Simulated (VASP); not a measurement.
# CdS in VASP: further runs, part 2 of 2

VASP 6.6.1. Earlier steps stand in the parts before.

### 3 Single point, PBE, collinear spin, ferromagnetic start

INCAR

```
PREC = Accurate
ENCUT = 520
EDIFF = 1E-6
ISMEAR = 0
SIGMA = 0.05
LREAL = False
LASPH = True
NELM = 150
ALGO = Normal
ISIF = 2
LWAVE = False
LCHARG = True
ISPIN = 2
MAGMOM = 0.5 0.5
LORBIT = 11
GGA = PE
LELF = True
LVHAR = True
NBANDS = 20
```

KPOINTS

```
regular mesh
0
Gamma
  1 1 14
```

POSCAR

```
CdS
1.0
    9.0000000000      0.0000000000      0.0000000000
    0.0000000000      9.3000000000      0.0000000000
    0.0000000000      0.0000000000      4.5712095289
Cd S
1 1
Direct
    0.5000000000      0.5000000000     -0.0174685618
    0.5000000000      0.5000000000      0.4824685618
```

Potentials or basis: VASP PAW PBE potentials, release 64 (Cd, S).

Command:

```console
$ cat potpaw_PBE.64/Cd/POTCAR potpaw_PBE.64/S/POTCAR > POTCAR
$ mpirun -np 1 vasp_std > vasp.out
```

OUTCAR:

```text
PREC = Accurate
   ENCUT = 520
   EDIFF = 1E-6
   ISMEAR = 0
   LREAL = False
   LASPH = True
   NELM = 150
   ISIF = 2
   ISPIN = 2
   LORBIT = 11
   GGA = PE

 ion  position               nearest neighbor table
   1  0.500  0.500  0.983-   2 2.29   2 2.29
   2  0.500  0.500  0.482-   1 2.29   1 2.29

  LATTYP: Found a simple orthorhombic cell.
 ALAT       =     4.5712095289
 B/A-ratio  =     1.9688443383
 C/A-ratio  =     2.0344724829

  Lattice vectors:

 A1 = (   0.0000000000,   0.0000000000,   4.5712095289)
 A2 = (   9.0000000000,   0.0000000000,   0.0000000000)
 A3 = (   0.0000000000,   9.3000000000,   0.0000000000)

Analysis of symmetry for initial positions (statically):
=====================================================================
 Subroutine PRICEL returns:
 Original cell was already a primitive cell.

 Routine SETGRP: Setting up the symmetry group for a
 simple orthorhombic supercell.

 Subroutine GETGRP returns: Found  4 space group operations
 (whereof  4 operations were pure point group operations)
 out of a pool of  8 trial point group operations.

The static configuration has the point symmetry C_2v.

Analysis of symmetry for dynamics (positions and initial velocities):
=====================================================================
 Subroutine PRICEL returns:
 Original cell was already a primitive cell.

 Routine SETGRP: Setting up the symmetry group for a
 simple orthorhombic supercell.

 Subroutine GETGRP returns: Found  4 space group operations
 (whereof  4 operations were pure point group operations)
 out of a pool of  8 trial point group operations.

The dynamic configuration has the point symmetry C_2v.

Analysis of structural, dynamic, and magnetic symmetry:
=====================================================================
 Subroutine PRICEL returns:
 Original cell was already a primitive cell.

 Routine SETGRP: Setting up the symmetry group for a
 simple orthorhombic supercell.

 Subroutine GETGRP returns: Found  4 space group operations
 (whereof  4 operations were pure point group operations)
 out of a pool of  8 trial point group operations.

The overall configuration has the point symmetry C_2v.

 Subroutine INISYM returns: Found  4 space group operations
 (whereof  4 operations are pure point group operations),
 and found     1 'primitive' translations

----------------------------------------------------------------------------------------

                                     Primitive cell

  volume of cell :     382.6102

  direct lattice vectors                    reciprocal lattice vectors
     9.000000000  0.000000000  0.000000000     0.111111111  0.000000000  0.000000000
     0.000000000  9.300000000  0.000000000     0.000000000  0.107526882  0.000000000
     0.000000000  0.000000000  4.571209529     0.000000000  0.000000000  0.218760482

  length of vectors
     9.000000000  9.300000000  4.571209529     0.111111111  0.107526882  0.218760482

  position of ions in fractional coordinates (direct lattice)
     0.500000000  0.500000000  0.982531438
     0.500000000  0.500000000  0.482468562

  ion indices of the primitive-cell ions
   primitive index   ion index
[... 50 lines left out ...]
   ICHARG =      2    charge: 1-file 2-atom 10-const
   ISPIN  =      2    spin polarized calculation?
   LNONCOLLINEAR =      F non collinear calculations
   LSORBIT =      F    spin-orbit coupling
   LASPH  =      T    aspherical Exc in radial PAW
   ENCUT  =  520.0 eV  38.22 Ry    6.18 a.u.  16.73 17.29  8.50*2*pi/ulx,y,z
   NELM   =    150;   NELMIN=  2; NELMDL= -5     # of ELM steps
   EDIFF  = 0.1E-05   stopping-criterion for ELM
   LREAL  =      F    real-space projection
   EDIFFG = 0.1E-04   stopping-criterion for IOM
   NSW    =      0    number of steps for IOM
   IBRION =     -1    ionic relax: 0-MD 1-quasi-New 2-CG
   NFREE  =      0    steps in history (QN), initial steepest desc. (CG)
   ISIF   =      2    stress and relaxation
   ISYM   =      2    0-nonsym 1-usesym 2-fastsym
   POTIM  = 0.5000    time-step for ionic-motion
   TEBEG  =    0.0;   TEEND  =   0.0 temperature during run
   PSTRESS=    0.0 pullay stress
   NELECT =      18.0000    total number of electrons
   NUPDOWN=      -1.0000    fix difference up-down
   EMIN   =  10.00;   EMAX   =-10.00  energy-range for DOS
   EFERMI =   0.00;   METHOD = LEGACY
   ISMEAR =     0;   SIGMA  =   0.05  broadening in eV -4-tet -1-fermi 0-gaus
   EFERMI_NEDOS =   21; number of points for ismear=-14 and -15
   IALGO  =     38    algorithm
   IMIX   =      4    mixing-type and parameters
     AMIX     =   0.40;   BMIX     =  1.00
     AMIX_MAG =   1.60;   BMIX_MAG =  1.00
  volume/ion in A,a.u.               =     191.31      1290.99
  Fermi-wavevector in a.u.,A,eV,Ry     =   0.590990  1.116809  4.752096  0.349269
  Thomas-Fermi vector in A             =   1.639245
   LORBIT       =     11    0 simple, 1 ext, 2 COOP (PROOUT), +10 PAW based schemes
   GGA     = PE    functional components
   LHFCALC =     F    Hartree Fock is set to
   AEXX    =    0.0000 exact exchange contribution
   IVDW    =     0    specifies the selected vdW correction
   LEPSILON=     F    determine dielectric tensor
   LRPA    =     F    only Hartree local field effects (RPA)
 spin polarized calculation
 Gauss-broadening in eV      SIGMA  =   0.05
  energy-cutoff  :      520.00
  volume of cell :      382.61
 maximum number of plane-waves:     10347
 NGX is ok and might be reduce to    70
   NGX = 33   NGY = 35   NGZ = 17

 number of electron      18.0000002 magnetization       0.0000348

 number of electron      18.0000002 magnetization      -0.0000052

 Free energy of the ion-electron system (eV)
  ---------------------------------------------------
  ext. energy  EPLUGINS =         0.00000000
  ---------------------------------------------------
  free energy    TOTEN  =        -4.38533935 eV

  energy without entropy =       -4.38533935  energy(sigma->0) =       -4.38533935

 E-fermi :  -4.4746     XC(G=0):  -2.2173

 val. band max:       -4.7211871494   @ k =   0.0000   0.0000   0.5000
 cond. band min:      -3.6599403215   @ k =   0.0000   0.0000   0.0000
 fundamental gap:      1.0612468279
 Fermi energy:        -4.4745532491

 spin component 1

 k-point     1 :       0.0000    0.0000    0.0000
  band No.  band energies     occupation
      1     -16.8477      1.00000
      2     -12.8559      1.00000
      3     -12.8559      1.00000
      4     -12.7492      1.00000
      5     -12.7492      1.00000
      6     -11.8887      1.00000
[... 160 lines left out ...]
      6     -12.7467      1.00000
[... 12 lines left out ...]
     19       3.8200      0.00000
     20       3.9618      0.00000
 Fermi energy:        -4.4745532491

 spin component 2

 k-point     1 :       0.0000    0.0000    0.0000
  band No.  band energies     occupation
      1     -16.8477      1.00000
      2     -12.8559      1.00000
      3     -12.8559      1.00000
      4     -12.7493      1.00000
      5     -12.7493      1.00000
      6     -11.8887      1.00000
[... 173 lines left out ...]
     19       3.8202      0.00000
     20       3.9802      0.00000

------------------------ aborting loop because EDIFF is reached ----------------------------------------

  FORCE on cell =-STRESS in cart. coord.  units (eV):
  Direction    XX          YY          ZZ          XY          YZ          ZX
  --------------------------------------------------------------------------------------
  -------------------------------------------------------------------------------------
  Total        0.0167418      0.0081900      0.5126716      0.0000000      0.0000000      0.0000000
  in kB        0.0701063      0.0342956      2.1468081      0.0000000      0.0000000      0.0000000
  external PRESSURE =       0.7504034 kB  Pullay stress =       0.0000000 kB

 VOLUME and BASIS-vectors are now :
 -----------------------------------------------------------------------------
  energy-cutoff  :      520.00
  volume of cell :      382.61
      direct lattice vectors                 reciprocal lattice vectors
     9.000000000  0.000000000  0.000000000     0.111111111  0.000000000  0.000000000
     0.000000000  9.300000000  0.000000000     0.000000000  0.107526882  0.000000000
     0.000000000  0.000000000  4.571209529     0.000000000  0.000000000  0.218760482

 POSITION                                       TOTAL-FORCE (eV/Angst)
 -----------------------------------------------------------------------------------
      4.50000      4.65000      4.49136         0.000000      0.000000     -0.006701
      4.50000      4.65000      2.20546         0.000000      0.000000      0.006701
 -----------------------------------------------------------------------------------
    total drift:                                0.000000      0.000000     -0.000947

  FREE ENERGIE OF THE ION-ELECTRON SYSTEM (eV)
  ---------------------------------------------------
  free  energy   TOTEN  =        -4.3853393533 eV

  energy  without entropy=       -4.3853393533  energy(sigma->0) =       -4.38533935

 total charge

# of ion       s       p       d       tot
------------------------------------------
    1        0.468   0.284   9.546  10.298
    2        1.293   2.440   0.000   3.733
--------------------------------------------------
tot          1.761   2.724   9.546  14.031

 magnetization (x)

# of ion       s       p       d       tot
------------------------------------------
    1       -0.000  -0.000  -0.000  -0.000
    2        0.000  -0.000   0.000  -0.000
--------------------------------------------------
tot         -0.000  -0.000  -0.000  -0.000
```

stdout:

```text
POSCAR found type information on POSCAR CdS
 POSCAR found :  2 types and       2 ions
 scaLAPACK will be used
 LDA part: xc-table for (Slater+PW92), standard interpolation
 POSCAR, INCAR and KPOINTS ok, starting setup
 FFT: planning ... GRIDC
 FFT: planning ... GRID_SOFT
 FFT: planning ... GRID
 WAVECAR not read
 entering main loop
```

Wall time 78 s (1 thread of Intel Xeon 6975P-C (Granite Rapids), shared host); peak memory 0.57 GiB.

What came out:

```yaml
Free_energy: -4.3853 eV
Largest_force: 0.007 eV/Å
Band_gap_on_the_k_mesh: 1.06 eV, indirect (least direct gap 1.95 eV)
Net_moment: 0.00 μB per cell
Valence_electrons_inside_the_program's_atomic_spheres: Cd 10.30; S 3.73
```

Forces in eV/Å, atoms in the order of the input:
```
Cd   0.000  0.000 -0.007
S    0.000  0.000  0.007
```

### 4 Single point, PBE, collinear spin, ferromagnetic start

This run uses another cell than the first one, of 193.31 Å³/atom, 1.010 times its volume.

INCAR

```
SYSTEM = CdS
PREC     = Accurate       ! precision mode
ENCUT    = 520            ! plane-wave cutoff, eV
EDIFF    = 1E-6           ! SCF threshold, eV
ISMEAR   = 0              ! smearing method
SIGMA    = 0.05           ! smearing width, eV
LREAL    = .FALSE.        ! projectors in reciprocal space
LASPH    = .TRUE.         ! aspherical terms in the spheres
NELM     = 150            ! most SCF steps
ALGO     = Normal         ! electronic algorithm
ISIF     = 2              ! what is computed and relaxed
LWAVE    = .FALSE.        ! write WAVECAR
LCHARG   = .TRUE.         ! write CHGCAR
ISPIN    = 2              ! spin polarisation
MAGMOM   = 0.5 0.5        ! initial moments
LORBIT   = 11             ! projections on sites
GGA      = PE             ! functional
LELF     = .TRUE.         ! ELF
LVHAR    = .TRUE.       
NBANDS   = 20             ! bands
```

KPOINTS

```
regular mesh
0
G
  1 1 14
  0 0 0
```

POSCAR

```
CdS
1.0
    9.0000000000      0.0000000000      0.0000000000
    0.0000000000      9.3000000000      0.0000000000
    0.0000000000      0.0000000000      4.6191889430
Cd S
1 1
Direct
    0.5000000000      0.5000000000      0.0000000000
    0.5000000000      0.5000000000      0.5000000000
```

Command:

```console
$ cat potpaw_PBE.64/Cd/POTCAR potpaw_PBE.64/S/POTCAR > POTCAR
$ mpirun -np 1 vasp_std > vasp.out
```

Wall time 83 s (1 thread of Intel Xeon 6975P-C (Granite Rapids), shared host); peak memory 0.56 GiB.

The run converged. Its results:

* Free energy: -4.3836 eV
* Band gap on the k mesh: 0.92 eV, indirect (least direct gap 1.76 eV)
* Net moment: 0.00 μB per cell
* Valence electrons inside the program's atomic spheres: Cd 10.28; S 3.72

Levels at points of the mesh, in eV from the valence-band top:
Spin up:
| k point | band 6 | band 7 | band 8 | band 9 | band 10 | band 11 | band 12 | band 13 |
| --- | --- | --- | --- | --- | --- | --- | --- | --- |
| (0.00, 0.00, 0.00) | -7.22 | -2.51 | -0.84 | -0.84 | 0.92 | 4.94 | 5.37 | 5.41 |
| (0.00, 0.00, 0.50) | -8.05 | -3.58 | 0.00 | 0.00 | 3.90 | 3.91 | 5.59 | 6.14 |
Spin down:
```tsv
k point	band 7	band 8	band 9	band 10	band 11	band 12
(0.00, 0.00, 0.00)	-2.51	-0.84	-0.84	0.92	4.94	5.37
(0.00, 0.00, 0.50)	-3.58	0.00	0.00	3.90	3.91	5.59
```

### 5 Overview

```tsv
cell	gap on the mesh (eV)	moment (μB)
a = 9.000, b = 9.300, c = 4.572 Å, 2 atoms	1.06	0.00
a = 9.000, b = 9.300, c = 4.571 Å, 2 atoms	1.06	0.00
a = 9.000, b = 9.300, c = 4.619 Å, 2 atoms	0.92	0.00
```

Alike in all rows: task single point; level PBE; potentials or basis VASP PAW PBE potentials, release 64 (Cd, S); spin collinear, ferromagnetic start; k mesh 1 × 1 × 14; cutoff (eV) 520; smearing gaussian 0.05 eV.

Total energies depend on the potentials used, so only differences within one code and one set of settings carry meaning.
